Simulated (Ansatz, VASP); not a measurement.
Sn: VASP beside Ansatz

INCAR

```
PREC     = Accurate       # precision mode
ENCUT    = 520            # plane-wave cutoff, eV
EDIFF    = 1E-6           # SCF threshold, eV
ISMEAR   = -1             # smearing method
SIGMA    = 0.1            # smearing width, eV
LREAL    = F              # projectors in reciprocal space
LASPH    = T              # aspherical terms in the spheres
NELM     = 80             # most SCF steps
ALGO     = Normal         # electronic algorithm
ISIF     = 2              # what is computed and relaxed
LWAVE    = F              # write WAVECAR
LCHARG   = T              # write CHGCAR
GGA      = PE             # functional
LELF     = T              # ELF
LVHAR    = T            
NBANDS   = 21             # bands
```

The input KPOINTS:

```
Automatic mesh
0
Gamma
  2 2 2
```

Contents of POSCAR:

```
Sn
1.0
    0.0000000000      3.3289000152      3.3289000152
    3.3289000152      0.0000000000      3.3289000152
    3.3289000152      3.3289000152      0.0000000000
Sn
2
Direct
    0.5000000000      0.5000000000      0.5000000000
    0.7500000000      0.7500000000      0.7500000000
```

Input for Ansatz:

```yaml
crystal:
  lattice:
    - [0.0, 3.3289000152, 3.3289000152]
    - [3.3289000152, 0.0, 3.3289000152]
    - [3.3289000152, 3.3289000152, 0.0]
  atoms:
    - { symbol: Sn, position: [0.5, 0.5, 0.5] }
    - { symbol: Sn, position: [0.75, 0.75, 0.75] }
hamiltonian:
  xc: pbe
  pseudopotentials:
    kind: paw
    azcp:
      Sn: "pseudopotentials/Sn.paw.azcp"
basis:
  ecutwfc: 420
  fft_grid_basis: typed
kpoints:
  mp_grid: { grid: [2, 2, 2], shift: [0, 0, 0] }
magnetization:
  spin_polarized: false
scf:
  occupations: { method: fermi_dirac, width: 0.1 }
  lower_state_search: "off"
output:
  stress: true
```

Alike in both runs: task single point; functional PBE; k mesh 2 × 2 × 2; occupations fermi-dirac, width 0.1 eV; no spin polarisation.

|  | VASP | Ansatz |
| --- | --- | --- |
| version | VASP 6.6.1 | Ansatz 0.2.0 |
| potentials or method | VASP PAW PBE potentials, release 64 (Sn_d), cutoff 520 eV | plane waves (420 eV) with PAW, scalar-relativistic |
| valence electrons in the cell | 28 | 28 |

```tsv
	VASP	Ansatz	Ansatz less VASP
pressure (GPa)	7.3	7.4	+0.06
```

The k mesh is coarse, so the values compare programs but aren't converged.
